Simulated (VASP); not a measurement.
Crystal: HfB.

```
Hf B
1.0
     3.42231    0.00000    0.00000
    -1.71115    2.96380    0.00000
     0.00000    0.00000    5.56767
Hf B
2 2
Direct
  0.00000 0.00000 0.00000
  0.00000 0.00000 0.50000
  0.33333 0.66667 0.25000
  0.66667 0.33333 0.75000
```

```yaml
Program: VASP 6.6.1
Task: relaxation of cell and atoms
Functional: PBE
Potentials_or_basis: VASP PAW PBE potentials, release 64 (Hf_pv, B)
Cutoff: 600 eV
k_mesh: 12 × 12 × 6
Occupations: gaussian, width 0.1 eV
Spin: no spin polarisation
```

At the start: pressure 9.8 GPa; volume 14.12 Å³/atom.

Problem. Where does the relaxation end?

Solution. Over 9 steps the energy falls by 129.6 meV/atom and the volume is 14.85 Å³/atom (+5.2 %); space group P6_3/mmc (No. 194, to 0.05 Å).

Step by step:
```
step  energy change (eV)  largest force (eV/Å)  pressure (GPa)  volume (Å³)
   1              0.0000                0.0000            9.81        56.47
   2             -0.3971                0.0000           -8.93        63.52
   3             -0.4528                0.0000           -4.60        61.52
   4             -0.5109                0.0000            1.87        58.65
   5             -0.5184                0.0000            0.10        59.35
   6             -0.5184                0.0000           -0.01        59.40
   7             -0.5184                0.0000           -0.08        59.42
   8             -0.5184                0.0000           -0.08        59.43
   9             -0.5184                0.0000           -0.04        59.41
```

Final structure:
```cif
data_structure
_symmetry_space_group_name_H-M 'P 1'
_symmetry_Int_Tables_number 1
_cell_length_a 3.3406
_cell_length_b 3.3406
_cell_length_c 6.1469
_cell_angle_alpha 90.000
_cell_angle_beta 90.000
_cell_angle_gamma 120.000
_cell_volume 59.41
loop_
_atom_site_label
_atom_site_type_symbol
_atom_site_fract_x
_atom_site_fract_y
_atom_site_fract_z
_atom_site_occupancy
Hf1 Hf 0.00000 0.00000 0.00000 1
Hf2 Hf 0.00000 0.00000 0.50000 1
B1 B 0.33333 0.66667 0.25000 1
B2 B 0.66667 0.33333 0.75000 1
```
